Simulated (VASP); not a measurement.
# NiPt (P4/mmm) in VASP: notebook, part 2 of 2

VASP 6.6.1.

## 3. Single point, LDA (volume scaled by 0.74)

File INCAR:

```
SYSTEM = NiPt
PREC = Accurate ; ENCUT = 520
EDIFF = 1E-6 ; ISMEAR = -1
SIGMA = 0.1 ; LREAL = .FALSE.
LASPH = .TRUE. ; NELM = 80
ALGO = Normal ; ISIF = 2
LWAVE = .FALSE. ; LCHARG = .FALSE.
NBANDS = 17
```

File KPOINTS:

```
regular mesh
0
G
  11 11 8
  0 0 0
```

File POSCAR:

```
NiPt
1.0
    2.4511518433      0.0000000000      0.0000000000
    0.0000000000      2.4511518433      0.0000000000
    0.0000000000      0.0000000000      3.2366053604
Ni Pt
1 1
Direct
    0.5000000000      0.5000000000      0.5000000000
    0.0000000000      0.0000000000      0.0000000000
```

Potentials or basis: VASP PAW LDA potentials, release 64 (Ni, Pt).

Command:

```
$ cat potpaw_LDA.64/Ni/POTCAR potpaw_LDA.64/Pt/POTCAR > POTCAR
$ mpirun -np 1 vasp_std > vasp.out
```

OUTCAR:

```text
SYSTEM = NiPt
   PREC = Accurate
   ENCUT = 520
   EDIFF = 1E-6
   ISMEAR = -1
   LREAL = .FALSE.
   LASPH = .TRUE.
   NELM = 80
   ISIF = 2

 ion  position               nearest neighbor table
   1  0.500  0.500  0.500-   2 2.37   2 2.37   2 2.37   2 2.37   2 2.37   2 2.37   2 2.37   2 2.37

   2  0.000  0.000  0.000-   1 2.37   1 2.37   1 2.37   1 2.37   1 2.37   1 2.37   1 2.37   1 2.37

  LATTYP: Found a simple tetragonal cell.
 ALAT       =     2.4511518433
 C/A-ratio  =     1.3204426194

  Lattice vectors:

 A1 = (   2.4511518433,   0.0000000000,   0.0000000000)
 A2 = (   0.0000000000,   2.4511518433,   0.0000000000)
 A3 = (   0.0000000000,   0.0000000000,   3.2366053604)

Analysis of symmetry for initial positions (statically):
=====================================================================
 Subroutine PRICEL returns:
 Original cell was already a primitive cell.

 Routine SETGRP: Setting up the symmetry group for a
 simple tetragonal supercell.

 Subroutine GETGRP returns: Found 16 space group operations
 (whereof 16 operations were pure point group operations)
 out of a pool of 16 trial point group operations.

The static configuration has the point symmetry D_4h.

Analysis of symmetry for dynamics (positions and initial velocities):
=====================================================================
 Subroutine PRICEL returns:
 Original cell was already a primitive cell.

 Routine SETGRP: Setting up the symmetry group for a
 simple tetragonal supercell.

 Subroutine GETGRP returns: Found 16 space group operations
 (whereof 16 operations were pure point group operations)
 out of a pool of 16 trial point group operations.

The dynamic configuration has the point symmetry D_4h.

 Subroutine INISYM returns: Found 16 space group operations
 (whereof 16 operations are pure point group operations),
 and found     1 'primitive' translations

[... 103 lines left out ...]
   TEBEG  =    0.0;   TEEND  =   0.0 temperature during run
   PSTRESS=    0.0 pullay stress
   NELECT =      20.0000    total number of electrons
   NUPDOWN=      -1.0000    fix difference up-down
   EMIN   =  10.00;   EMAX   =-10.00  energy-range for DOS
   EFERMI =   0.00;   METHOD = LEGACY
   ISMEAR =    -1;   SIGMA  =   0.10  broadening in eV -4-tet -1-fermi 0-gaus
   EFERMI_NEDOS =   21; number of points for ismear=-14 and -15
   IALGO  =     38    algorithm
   IMIX   =      4    mixing-type and parameters
     AMIX     =   0.40;   BMIX     =  1.00
     AMIX_MAG =   1.60;   BMIX_MAG =  1.00
  volume/ion in A,a.u.               =       9.72        65.61
  Fermi-wavevector in a.u.,A,eV,Ry     =   1.652500  3.122772 37.154189  2.730756
  Thomas-Fermi vector in A             =   2.741098
   LORBIT       =      0    0 simple, 1 ext, 2 COOP (PROOUT), +10 PAW based schemes
   GGA     = CA    functional components
   LHFCALC =     F    Hartree Fock is set to
   AEXX    =    0.0000 exact exchange contribution
   IVDW    =     0    specifies the selected vdW correction
   LEPSILON=     F    determine dielectric tensor
   LRPA    =     F    only Hartree local field effects (RPA)
 non-spin polarized calculation
  energy-cutoff  :      520.00
  volume of cell :       19.45
 maximum number of plane-waves:       540
   NGX =  9   NGY =  9   NGZ = 13

 number of electron      20.0000015 magnetization

 Free energy of the ion-electron system (eV)
  ---------------------------------------------------
  ext. energy  EPLUGINS =         0.00000000
  ---------------------------------------------------
  free energy    TOTEN  =       -12.54735013 eV

  energy without entropy =      -12.47792210  energy(sigma->0) =      -12.51263611

 E-fermi :  16.0926     XC(G=0): -15.4078

 val. band max:       16.0600031763   @ k =   0.3636   0.1818   0.0000
 cond. band min:      16.1000621485   @ k =   0.1818   0.1818   0.3750
 fundamental gap:      0.0400589723
 Fermi energy:        16.0926391276

 k-point     1 :       0.0000    0.0000    0.0000
  band No.  band energies     occupation
      1       3.3270      2.00000
      2       6.7989      2.00000
      3       6.8657      2.00000
      4      11.6486      2.00000
      5      11.6486      2.00000
      6      12.9939      2.00000
[... 457 lines left out ...]
      4      10.9287      2.00000
      5      11.9960      2.00000
      6      13.1351      2.00000
[... 9 lines left out ...]
     16      34.7944      0.00000
     17      36.1829      0.00000

 [... further k-points ...]
[... 5 lines left out ...]
  --------------------------------------------------------------------------------------
  -------------------------------------------------------------------------------------
  Total       16.3702244     16.3702244     15.0274462      0.0000000      0.0000000     -0.0000000
  in kB     1348.7611098   1348.7611098   1238.1281134      0.0000000      0.0000000     -0.0000000
  external PRESSURE =    1311.8834443 kB  Pullay stress =       0.0000000 kB

 VOLUME and BASIS-vectors are now :
 -----------------------------------------------------------------------------
  energy-cutoff  :      520.00
  volume of cell :       19.45
      direct lattice vectors                 reciprocal lattice vectors
     2.451151843  0.000000000  0.000000000     0.407971462  0.000000000  0.000000000
     0.000000000  2.451151843  0.000000000     0.000000000  0.407971462  0.000000000
     0.000000000  0.000000000  3.236605360     0.000000000  0.000000000  0.308965687

 POSITION                                       TOTAL-FORCE (eV/Angst)
 -----------------------------------------------------------------------------------
      1.22558      1.22558      1.61830         0.000000      0.000000      0.000000
      0.00000      0.00000      0.00000         0.000000      0.000000      0.000000
 -----------------------------------------------------------------------------------
    total drift:                                0.000000     -0.000000     -0.000000

  FREE ENERGIE OF THE ION-ELECTRON SYSTEM (eV)
  ---------------------------------------------------
  free  energy   TOTEN  =       -12.5473501315 eV

  energy  without entropy=      -12.4779220958  energy(sigma->0) =      -12.51263611
```

OSZICAR:

```text
N       E                     dE             d eps       ncg     rms          rms(c)
DAV:   1     0.102532438557E+03    0.10253E+03   -0.10070E+04  3794   0.154E+03
DAV:   2    -0.101974499858E+02   -0.11273E+03   -0.10564E+03  3670   0.281E+02
DAV:   3    -0.137879143168E+02   -0.35905E+01   -0.35235E+01  4183   0.576E+01
DAV:   4    -0.138270329261E+02   -0.39119E-01   -0.39098E-01  4303   0.518E+00
DAV:   5    -0.138278566497E+02   -0.82372E-03   -0.82366E-03  4209   0.805E-01    0.314E+01
DAV:   6    -0.130826752679E+02    0.74518E+00   -0.31613E+00  3745   0.470E+01    0.150E+01
DAV:   7    -0.136835233684E+02   -0.60085E+00   -0.71735E+00  4378   0.754E+01    0.184E+01
DAV:   8    -0.125620948162E+02    0.11214E+01   -0.39830E+00  3960   0.365E+01    0.168E+00
DAV:   9    -0.125487735666E+02    0.13321E-01   -0.44116E-02  4324   0.241E+00    0.693E-01
DAV:  10    -0.125473476286E+02    0.14259E-02   -0.17549E-03  5212   0.712E-01    0.112E-01
DAV:  11    -0.125473540991E+02   -0.64705E-05   -0.79871E-05  4469   0.932E-02    0.484E-02
DAV:  12    -0.125473503098E+02    0.37893E-05   -0.11979E-05  4573   0.101E-01    0.409E-03
DAV:  13    -0.125473501315E+02    0.17831E-06   -0.78475E-07  2106   0.114E-02
   1 F= -.12547350E+02 E0= -.12512636E+02  d E =-.694280E-01
```

Run time: 16 s. Hardware: 1 thread of Intel Xeon Platinum 8488C (Sapphire Rapids), shared host; peak memory 0.15 GiB.

What came out:

* Free energy: -12.5474 eV
* Pressure: 131.2 GPa
* Band gap on the k mesh: zero (band 10 reaches 17.45 eV, above the bottom of band 11 at 14.53 eV)

Stress tensor (GPa, compression positive):
```
134.88   0.00   0.00
  0.00 134.88   0.00
  0.00   0.00 123.81
```

Levels at points of the mesh, in eV from the Fermi level:
```
           k point  band 8  band 9  band 10  band 11  band 12  band 13
(0.00, 0.00, 0.00)   -1.29    0.22     0.53     0.53     3.13    13.31
(0.00, 0.00, 0.50)   -2.37   -2.27    -2.27    -1.37    -0.67    17.24
```

Caveat: spin-orbit coupling is left out, which moves the levels of the heavy elements. Spin polarisation is off, so any magnetic state and its effect on volume and gap are missing.

## 4. Single point, LDA (volume scaled by 0.8)

File INCAR:

```
SYSTEM = NiPt
PREC = Accurate
ENCUT = 520
EDIFF = 1E-6
ISMEAR = -1
SIGMA = 0.1
LREAL = .FALSE.
LASPH = .TRUE.
NELM = 60
ALGO = Normal
ISIF = 2
LWAVE = .FALSE.
LCHARG = .FALSE.
NBANDS = 17
```

File KPOINTS:

```
Automatic mesh
0
G
  11 11 8
  0 0 0
```

File POSCAR:

```
NiPt
1.0
    2.5156852576      0.0000000000      0.0000000000
    0.0000000000      2.5156852576      0.0000000000
    0.0000000000      0.0000000000      3.3218180310
Ni Pt
1 1
Direct
    0.5000000000      0.5000000000      0.5000000000
    0.0000000000      0.0000000000      0.0000000000
```

Potentials or basis: VASP PAW LDA potentials, release 64 (Ni, Pt).

Command:

```
$ cat potpaw_LDA.64/Ni/POTCAR potpaw_LDA.64/Pt/POTCAR > POTCAR
$ mpirun -np 1 vasp_std > vasp.out
```

OUTCAR:

```text
SYSTEM = NiPt
   PREC = Accurate
   ENCUT = 520
   EDIFF = 1E-6
   ISMEAR = -1
   LREAL = .FALSE.
   LASPH = .TRUE.
   NELM = 60
   ISIF = 2

 ion  position               nearest neighbor table
   1  0.500  0.500  0.500-   2 2.43   2 2.43   2 2.43   2 2.43   2 2.43   2 2.43   2 2.43   2 2.43

   2  0.000  0.000  0.000-   1 2.43   1 2.43   1 2.43   1 2.43   1 2.43   1 2.43   1 2.43   1 2.43

  LATTYP: Found a simple tetragonal cell.
 ALAT       =     2.5156852576
 C/A-ratio  =     1.3204426193

  Lattice vectors:

 A1 = (   2.5156852576,   0.0000000000,   0.0000000000)
 A2 = (   0.0000000000,   2.5156852576,   0.0000000000)
 A3 = (   0.0000000000,   0.0000000000,   3.3218180310)

Analysis of symmetry for initial positions (statically):
=====================================================================
 Subroutine PRICEL returns:
 Original cell was already a primitive cell.

 Routine SETGRP: Setting up the symmetry group for a
 simple tetragonal supercell.

 Subroutine GETGRP returns: Found 16 space group operations
 (whereof 16 operations were pure point group operations)
 out of a pool of 16 trial point group operations.

The static configuration has the point symmetry D_4h.

Analysis of symmetry for dynamics (positions and initial velocities):
=====================================================================
 Subroutine PRICEL returns:
 Original cell was already a primitive cell.

 Routine SETGRP: Setting up the symmetry group for a
 simple tetragonal supercell.

 Subroutine GETGRP returns: Found 16 space group operations
 (whereof 16 operations were pure point group operations)
 out of a pool of 16 trial point group operations.

The dynamic configuration has the point symmetry D_4h.

 Subroutine INISYM returns: Found 16 space group operations
 (whereof 16 operations are pure point group operations),
 and found     1 'primitive' translations
[... 104 lines left out ...]
   TEBEG  =    0.0;   TEEND  =   0.0 temperature during run
   PSTRESS=    0.0 pullay stress
   NELECT =      20.0000    total number of electrons
   NUPDOWN=      -1.0000    fix difference up-down
   EMIN   =  10.00;   EMAX   =-10.00  energy-range for DOS
   EFERMI =   0.00;   METHOD = LEGACY
   ISMEAR =    -1;   SIGMA  =   0.10  broadening in eV -4-tet -1-fermi 0-gaus
   EFERMI_NEDOS =   21; number of points for ismear=-14 and -15
   IALGO  =     38    algorithm
   IMIX   =      4    mixing-type and parameters
     AMIX     =   0.40;   BMIX     =  1.00
     AMIX_MAG =   1.60;   BMIX_MAG =  1.00
  volume/ion in A,a.u.               =      10.51        70.93
  Fermi-wavevector in a.u.,A,eV,Ry     =   1.610109  3.042665 35.272448  2.592452
  Thomas-Fermi vector in A             =   2.705712
   LORBIT       =      0    0 simple, 1 ext, 2 COOP (PROOUT), +10 PAW based schemes
   GGA     = CA    functional components
   LHFCALC =     F    Hartree Fock is set to
   AEXX    =    0.0000 exact exchange contribution
   IVDW    =     0    specifies the selected vdW correction
   LEPSILON=     F    determine dielectric tensor
   LRPA    =     F    only Hartree local field effects (RPA)
 non-spin polarized calculation
  energy-cutoff  :      520.00
  volume of cell :       21.02
 maximum number of plane-waves:       588
 NGX is ok and might be reduce to    20
   NGX =  9   NGY =  9   NGZ = 13

 number of electron      19.9999995 magnetization

 Free energy of the ion-electron system (eV)
  ---------------------------------------------------
  ext. energy  EPLUGINS =         0.00000000
  ---------------------------------------------------
  free energy    TOTEN  =       -13.54031271 eV

  energy without entropy =      -13.45831919  energy(sigma->0) =      -13.49931595

 E-fermi :  14.3282     XC(G=0): -14.9203

 val. band max:       14.3127443433   @ k =   0.4545   0.2727   0.5000
 cond. band min:      14.3355627035   @ k =   0.1818   0.0000   0.3750
 fundamental gap:      0.0228183602
 Fermi energy:        14.3281882883

 k-point     1 :       0.0000    0.0000    0.0000
  band No.  band energies     occupation
      1       2.4403      2.00000
      2       6.0170      2.00000
      3       6.0927      2.00000
      4      10.3780      2.00000
      5      10.3780      2.00000
      6      11.6298      2.00000
[... 457 lines left out ...]
      4       9.7256      2.00000
      5      10.6905      2.00000
      6      11.7562      2.00000
[... 9 lines left out ...]
     16      32.5272      0.00000
     17      34.2742      0.00000

 [... further k-points ...]
[... 5 lines left out ...]
  --------------------------------------------------------------------------------------
  -------------------------------------------------------------------------------------
  Total        9.9987780      9.9987780      9.1731218      0.0000000      0.0000000     -0.0000000
  in kB      762.0247194    762.0247194    699.0999908      0.0000000      0.0000000     -0.0000000
  external PRESSURE =     741.0498098 kB  Pullay stress =       0.0000000 kB

 VOLUME and BASIS-vectors are now :
 -----------------------------------------------------------------------------
  energy-cutoff  :      520.00
  volume of cell :       21.02
      direct lattice vectors                 reciprocal lattice vectors
     2.515685258  0.000000000  0.000000000     0.397506006  0.000000000  0.000000000
     0.000000000  2.515685258  0.000000000     0.000000000  0.397506006  0.000000000
     0.000000000  0.000000000  3.321818031     0.000000000  0.000000000  0.301039970

 POSITION                                       TOTAL-FORCE (eV/Angst)
 -----------------------------------------------------------------------------------
      1.25784      1.25784      1.66091         0.000000      0.000000      0.000000
      0.00000      0.00000      0.00000         0.000000      0.000000      0.000000
 -----------------------------------------------------------------------------------
    total drift:                               -0.000000      0.000000      0.000000

  FREE ENERGIE OF THE ION-ELECTRON SYSTEM (eV)
  ---------------------------------------------------
  free  energy   TOTEN  =       -13.5403127127 eV

  energy  without entropy=      -13.4583191860  energy(sigma->0) =      -13.49931595
```

stdout:

```text
POSCAR found type information on POSCAR NiPt
 POSCAR found :  2 types and       2 ions
 scaLAPACK will be used
 LDA part: xc-table for (Slater(with rela. corr.)+CA(PZ))
 , standard interpolation
 POSCAR, INCAR and KPOINTS ok, starting setup
 FFT: planning ... GRIDC
 FFT: planning ... GRID_SOFT
 FFT: planning ... GRID
 WAVECAR not read
 entering main loop
```

Run time: 22 s. Hardware: 1 thread of Intel Xeon Platinum 8488C (Sapphire Rapids), shared host; peak memory 0.16 GiB.

What came out:

```
Free energy            : -13.5403 eV
Pressure               : 74.1 GPa
Band gap on the k mesh : zero (band 10 reaches 15.46 eV, above the bottom of band 11 at 12.97 eV)
```

Caveat: spin-orbit coupling is left out, which moves the levels of the heavy elements.

## 5. The runs side by side

| cell | gap on the mesh (eV) | pressure (GPa) |
| --- | --- | --- |
| a = 2.359, b = 2.359, c = 3.115 Å, 2 atoms | none | 253.9 |
| a = 2.451, b = 2.451, c = 3.237 Å, 2 atoms | none | 131.2 |
| a = 2.516, b = 2.516, c = 3.322 Å, 2 atoms | none | 74.1 |

Alike in all rows: task single point; level LDA; potentials or basis VASP PAW LDA potentials, release 64 (Ni, Pt); no spin polarisation; k mesh 11 × 11 × 8; cutoff (eV) 520; smearing fermi-dirac 0.1 eV.

Caveats: spin-orbit coupling is left out, which moves the levels of the heavy elements.

Total energies depend on the potentials used, so only differences within one code and one set of settings carry meaning.
